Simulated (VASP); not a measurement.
A run of VASP 6.6.1:

Contents of INCAR:

```
SYSTEM = Mn
PREC = Accurate
ENCUT = 520
EDIFF = 1E-6
ISMEAR = -1
SIGMA = 0.1
LREAL = .FALSE.
LASPH = .TRUE.
NELM = 100
ALGO = Normal
ISIF = 2
LWAVE = .FALSE.
LCHARG = .TRUE.
LELF = .TRUE.
LVHAR = .TRUE.
NBANDS = 20
```

KPOINTS

```
regular mesh
0
G
  17 17 9
  0 0 0
```

Contents of POSCAR:

```
Mn
1.0
   -1.3071173003      1.5905858042      1.1658593932
    1.5905858042     -1.3071173003      1.1658593932
    2.6581796653      2.6581796653     -0.6466863092
Mn
2
Direct
    0.0416635149      0.9583364851      0.0000000000
    0.7083364851      0.2916635149      0.5000000000
```

Potentials or basis: VASP PAW LDA potentials, release 64 (Mn_pv).

Run with:

```sh
$ cat potpaw_LDA.64/Mn_pv/POTCAR > POTCAR
$ mpirun -np 1 vasp_std > vasp.out
```

Hardware: 1 thread of Intel Xeon 8259CL (shared host).

**Question.** How long does it take, and how much memory?

**Answer.** It took 6.5 min on 1 thread of Intel Xeon 8259CL, on a shared host, peak memory 0.3 GiB. Counts: scf iterations 11, k points 693.
